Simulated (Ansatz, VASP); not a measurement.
**Two plane-wave programs on CdSnO2**

Contents of INCAR:

```
ALGO = Normal
EDIFF = 1E-6
EDIFFG = -0.01
ENCUT = 600
GGA = PE
IBRION = 2
ISIF = 3
ISMEAR = 0
LASPH = T
LCHARG = F
LREAL = F
LWAVE = F
NELM = 80
NSW = 100
PREC = Accurate
SIGMA = 0.1
```

The input KPOINTS:

```
k-points
0
Gamma
  15 15 8
```

POSCAR

```
CdSnO2
1.0
    3.4107081718      0.0000000000      0.0000000000
   -1.7053540859      2.9537599217      0.0000000000
    0.0000000000      0.0000000000      6.0975437077
Cd Sn O
1 1 2
Direct
    0.0000000000      0.0000000000      0.5000000000
    0.0000000000      0.0000000000      0.0000000000
    0.3333333333      0.6666666667      0.7285651619
    0.6666666667      0.3333333333      0.2714348381
```

Input for Ansatz:

```yaml
crystal:
  lattice:
    - [3.4107081718, 0.0, 0.0]
    - [-1.7053540859, 2.9537599217, 0.0]
    - [0.0, 0.0, 6.0975437077]
  atoms:
    - { symbol: Cd, position: [0.0, 0.0, 0.5] }
    - { symbol: Sn, position: [0.0, 0.0, 0.0] }
    - { symbol: O, position: [0.3333333333, 0.6666666667, 0.7285651619] }
    - { symbol: O, position: [0.6666666667, 0.3333333333, 0.2714348381] }
basis:
  ecutwfc: 420
kpoints:
  mp_grid: { grid: [15, 15, 8] }
hamiltonian:
  xc: pbe
scf:
  occupations: { method: gaussian, width: 0.1 }
output:
  forces: true
  stress: true
  eigenvalues: true
  write_density: true
  write_potential: true
  elf: true
  volumetric_format: npy
relax:
  adjacent_minimum: "off"
  f_tol: 0.01
  max_steps: 80
  cell: { stress_tol: 0.05 }
```

Alike in both runs: task relaxation of cell and atoms; functional PBE; k mesh 15 × 15 × 8; occupations gaussian, width 0.1 eV; no spin polarisation.

|  | VASP | Ansatz |
| --- | --- | --- |
| version | VASP 6.6.1 | Ansatz 0.2.0 |
| potentials or method | VASP PAW PBE potentials, release 64 (Cd, Sn_d, O), cutoff 600 eV | scalar-relativistic, plane waves, PAW |
| valence electrons in the cell | 38 | 46 |

Ansatz gave:

```
gap on the k mesh at the Fermi level, each at its own relaxed structure (eV) : none
relaxed volume (Å³/atom)                                                     : 15.35
relaxed length of the cell vector where the two differ most in proportion (Å)              : 6.103
```

Question: What did VASP give for the same quantities?

Answer: gap on the k mesh at the Fermi level, each at its own relaxed structure (eV): none; relaxed volume (Å³/atom): 15.40; relaxed length of the cell vector where the two differ most in proportion (Å): 6.113.

A gap of «none» marks a metal or a gap that the smearing closes. VASP's potentials hold 38 valence electrons a cell and Ansatz's 46, so a difference there can come from the potentials and not from the codes.
